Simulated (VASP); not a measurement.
Set up this calculation in VASP 6.6.1, as the native input.

| Item | Value |
| --- | --- |
| Task | single point |
| Functional | r2SCAN |
| Potentials or basis | VASP PAW PBE potentials, release 64 (Bi_d, Te) |
| Cutoff | 520 eV |
| k mesh | 8 × 8 × 8 |
| Occupations | gaussian, width 0.05 eV |
| Spin | no spin polarisation |
| Dipole correction | no |
| Further INCAR settings | ALGO = Normal; EDIFF = 1e-07; NBANDS = 18 |

Crystal: BiTe.

```
Bi Te
1.0
     0.00000    3.59696    3.59696
     3.59696    0.00000    3.59696
     3.59696    3.59696    0.00000
Bi Te
1 1
Cartesian
  0.0000 0.0000 0.0000
  1.7985 1.7985 1.7985
```

These files were run (other wordings do the same):

POSCAR

```
BiTe
1.0
    0.0000000000      3.5969558017      3.5969558017
    3.5969558017      0.0000000000      3.5969558017
    3.5969558017      3.5969558017      0.0000000000
Bi Te
1 1
Direct
    0.0000000000      0.0000000000      0.0000000000
    0.2500000000      0.2500000000      0.2500000000
```

INCAR.step1

```
SYSTEM = BiTe
PREC = Accurate ; ENCUT = 520
ISMEAR = 0 ; SIGMA = 0.05
LREAL = .False. ; LASPH = .True.
NELM = 80 ; NBANDS = 18
GGA = PE ; ALGO = Normal
EDIFF = 1E-4 ; LWAVE = .True.
LCHARG = .False.
```

INCAR.step2

```
SYSTEM = BiTe
PREC = Accurate ; ENCUT = 520
EDIFF = 1E-7 ; ISMEAR = 0
SIGMA = 0.05 ; LREAL = .False.
LASPH = .True. ; NELM = 80
ALGO = Normal ; ISIF = 2
LWAVE = .False. ; LCHARG = .False.
METAGGA = R2SCAN ; LMIXTAU = .True.
NBANDS = 18 ; ISTART = 1
```

KPOINTS

```
regular mesh
0
Gamma
  8 8 8
  0 0 0
```

Potentials or basis: VASP PAW PBE potentials, release 64 (Bi_d, Te).

Command:

```console
$ cat potpaw_PBE.64/Bi_d/POTCAR potpaw_PBE.64/Te/POTCAR > POTCAR
$ cp INCAR.step1 INCAR
$ mpirun -np 1 vasp_std > vasp.out
$ cp INCAR.step2 INCAR
$ mpirun -np 1 vasp_std > vasp.out
```

It gave:

The pressure is 0.0 GPa and the band gap on the k mesh is zero (an odd number of electrons rules out a gap without spin polarisation).

Caveat: the PAW data sets were made with another functional, which shifts forces and pressure a little; spin-orbit coupling is left out, which moves the levels of the heavy elements; an odd number of electrons without spin polarisation forces a metal; a magnetic or distorted state may lie lower.

Run time: 2.3 min on 1 thread of Intel(R) Xeon(R) Platinum 8488C (Sapphire Rapids), on a shared host, peak memory 0.27 GiB.
